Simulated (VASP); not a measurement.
The system is La4TaO.

```xyz
6
Lattice="0.0000 4.1818 4.1818 4.1818 0.0000 4.1818 4.1818 4.1818 0.0000" Properties=species:S:1:pos:R:3 pbc="T T T"
La    5.2273    5.2273    5.2273
La    3.1363    5.2273    3.1363
La    5.2273    3.1363    3.1363
La    3.1363    3.1363    5.2273
Ta    2.0909    2.0909    2.0909
O     0.0000    0.0000    0.0000
```

The cell was built from a structure type or drawn by symmetry, and may not be a known phase.

- Program: VASP 6.6.1
- Task: relaxation of cell and atoms
- Functional: PBE
- Potentials or basis: VASP PAW PBE potentials, release 64 (La, Ta_pv, O)
- Cutoff: 600 eV
- k mesh: 4 × 4 × 4
- Occupations: gaussian, width 0.1 eV
- Spin: no spin polarisation

At the start: pressure 8.1 GPa; volume 24.38 Å³/atom.

Question: How do energy, volume and symmetry change on relaxing?

Answer: Over 5 steps the energy falls by 87.0 meV/atom and the volume is 28.33 Å³/atom (+16.2 %); space group F-43m (No. 216, to 0.1 Å) before and after.

The path:
```csv
step,energy change (eV),largest force (eV/Å),pressure (GPa),volume (Å³)
1,0.0000,0.2126,8.09,146.25
2,-0.5086,0.1119,-0.91,173.87
3,-0.5202,0.1140,0.02,169.56
4,-0.5202,0.1127,-0.09,170.04
5,-0.5218,0.0383,-0.07,170.00
```

Final structure:
```
CELL_PARAMETERS angstrom
0.00000 4.39682 4.39682
4.39682 0.00000 4.39682
4.39682 4.39682 0.00000
ATOMIC_POSITIONS crystal
La 0.62403 0.62403 0.62403
La 0.62403 0.12790 0.62403
La 0.12790 0.62403 0.62403
La 0.62403 0.62403 0.12790
Ta 0.25000 0.25000 0.25000
O 0.00000 0.00000 0.00000
```

Caveat: the volume moved by over 15 % at a fixed basis, so the end points are rough; an odd number of electrons without spin polarisation forces a metal; a magnetic or distorted state may lie lower.
